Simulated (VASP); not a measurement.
Wanted: the native input for a VASP 6.6.1 run.

```yaml
Task: single point
Functional: PBE
Potentials_or_basis: VASP PAW PBE potentials, release 64 (Cu, I)
Cutoff: 520 eV
k_mesh: 12 × 12 × 12
Occupations: fermi-dirac, width 0.05 eV
Spin: no spin polarisation
Dipole_correction: no
Further_INCAR_settings: ALGO = Normal; EDIFF = 1e-06; NBANDS = 16
```

The structure of CuI (zincblende type) lies in POSCAR:

```
CuI
1.0
    0.0000000000      2.9779960031      2.9779960031
    2.9779960031      0.0000000000      2.9779960031
    2.9779960031      2.9779960031      0.0000000000
Cu I
1 1
Direct
    0.0000000000      0.0000000000      0.0000000000
    0.2500000000      0.2500000000      0.2500000000
```

One way to write it, as run:

INCAR

```
SYSTEM = CuI
PREC = Accurate
ENCUT = 520
EDIFF = 1E-6
ISMEAR = -1
SIGMA = 0.05
LREAL = .FALSE.
LASPH = .TRUE.
NELM = 80
ALGO = Normal
ISIF = 2
LWAVE = .FALSE.
LCHARG = .TRUE.
GGA = PE
LELF = .TRUE.
LVHAR = .TRUE.
NBANDS = 16
```

KPOINTS

```
regular mesh
0
G
  12 12 12
  0 0 0
```

Potentials or basis: VASP PAW PBE potentials, release 64 (Cu, I).

The run is started by

```console
$ cat potpaw_PBE.64/Cu/POTCAR potpaw_PBE.64/I/POTCAR > POTCAR
$ mpirun -np 1 vasp_std > vasp.out
```

It gave:

```
Pressure               : 2.8 GPa
Band gap on the k mesh : 1.29 eV
```

Caveat: spin-orbit coupling is left out, which moves the levels of the heavy elements.

Wall time 86 s on 1 thread of Intel Xeon 8259CL, on a shared host, peak memory 0.22 GiB.
